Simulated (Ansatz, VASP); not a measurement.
# InP in VASP and in Ansatz

```
CELL_PARAMETERS angstrom
2.20457 -5.56524 0.00000
2.20457 5.56524 0.00000
0.00000 0.00000 4.17444
ATOMIC_POSITIONS crystal
In 0.58300 0.41700 0.75000
In 0.41700 0.58300 0.25000
P 0.86200 0.13800 0.75000
P 0.13800 0.86200 0.25000
```

Change from the starting cell: species swapped into the YGa type (Cmcm, No. 63).

Alike in both runs: task single point; functional PBE; k mesh 4 × 4 × 4; occupations gaussian, width 0.1 eV; no spin polarisation.

|  | VASP | Ansatz |
| --- | --- | --- |
| version | VASP 6.6.1 | Ansatz 0.2.0 |
| potentials or method | VASP PAW PBE potentials, release 64 (In_d, P), cutoff 520 eV | scalar-relativistic, plane waves, PAW |
| valence electrons in the cell | 36 | 36 |

|  | VASP | Ansatz | Ansatz less VASP |
| --- | --- | --- | --- |
| gap on the k mesh at the Fermi level (eV) | none | none | - |
| pressure (GPa) | -5.4 | -5.4 | +0.02 |
| traceless stress, the component that is largest in VASP (GPa) | -3.76 | -3.75 | +0.005 |
| rms of the force components (eV/Å) | 0.909 | 0.909 | +0.0001 |

Atom by atom the forces differ by 0.000 eV/Å (rms over components). A gap of «none» marks a metal or a gap that the smearing closes. The functional is the same, so the differences come from potentials, cutoffs and numerics.

The k mesh is coarse, so the values compare programs but aren't converged.
